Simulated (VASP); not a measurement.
Write the native input for VASP 6.6.1 that does the following.

```
Task                   : single point
Functional             : r2SCAN
Potentials or basis    : VASP PAW PBE potentials, release 64 (Ti_sv)
Cutoff                 : 440 eV
k mesh                 : 18 × 18 × 9
Occupations            : methfessel-paxton, width 0.1 eV
Spin                   : no spin polarisation
Dipole correction      : no
Further INCAR settings : ALGO = Normal; EDIFF = 1e-06; NBANDS = 32
```

Crystal: Ti.

```xyz
4
Lattice="2.9317 0.0000 0.0000 -1.4659 2.5390 0.0000 0.0000 0.0000 9.3007" Properties=species:S:1:pos:R:3 pbc="T T T"
Ti    0.0000    0.0000    0.0000
Ti    0.0000    1.6926    2.3252
Ti    0.0000    0.0000    4.6504
Ti    0.0000    1.6926    6.9755
```

These files were run (other wordings do the same):

POSCAR

```
Ti
1.0
    2.9317488937      0.0000000000      0.0000000000
   -1.4658744469      2.5389690488      0.0000000000
    0.0000000000      0.0000000000      9.3007206284
Ti
4
Direct
    0.0000000000      0.0000000000      0.0000000000
    0.3333330000      0.6666670000      0.2500000000
    0.0000000000      0.0000000000      0.5000000000
    0.3333330000      0.6666670000      0.7500000000
```

INCAR.step1

```
SYSTEM = Ti
  PREC = Accurate
  ENCUT = 440
  ISMEAR = 1
  SIGMA = 0.1
  LREAL = .False.
  LASPH = .True.
  NELM = 120
  NBANDS = 32
  GGA = PE
  ALGO = Normal
  EDIFF = 1E-5
  LWAVE = .True.
  LCHARG = .False.
  GGA_COMPAT = .False.
```

INCAR.step2

```
SYSTEM = Ti
  PREC = Accurate
  ENCUT = 440
  EDIFF = 1E-6
  ISMEAR = 1
  SIGMA = 0.1
  LREAL = .False.
  LASPH = .True.
  NELM = 120
  ALGO = Normal
  ISIF = 2
  LWAVE = .False.
  LCHARG = .True.
  METAGGA = R2SCAN
  LMIXTAU = .True.
  LELF = .True.
  LVHAR = .True.
  NBANDS = 32
  ISTART = 1
  GGA_COMPAT = .False.
```

KPOINTS

```
Automatic mesh
0
Gamma
  18 18 9
  0 0 0
```

Potentials or basis: VASP PAW PBE potentials, release 64 (Ti_sv).

Command:

```bash
$ cat potpaw_PBE.64/Ti_sv/POTCAR > POTCAR
$ cp INCAR.step1 INCAR
$ mpirun -np 1 vasp_std > vasp.out
$ cp INCAR.step2 INCAR
$ mpirun -np 1 vasp_std > vasp.out
```

Results of the run:

* Pressure: -0.1 GPa
* Band gap on the k mesh: zero (bands 24 and 25 overlap by 1.24 eV)

Caveat: the PAW data sets were made with another functional, which shifts forces and pressure a little.

Run time: 48 min on 1 thread of Intel Xeon 8259CL, on a shared host, peak memory 0.31 GiB.
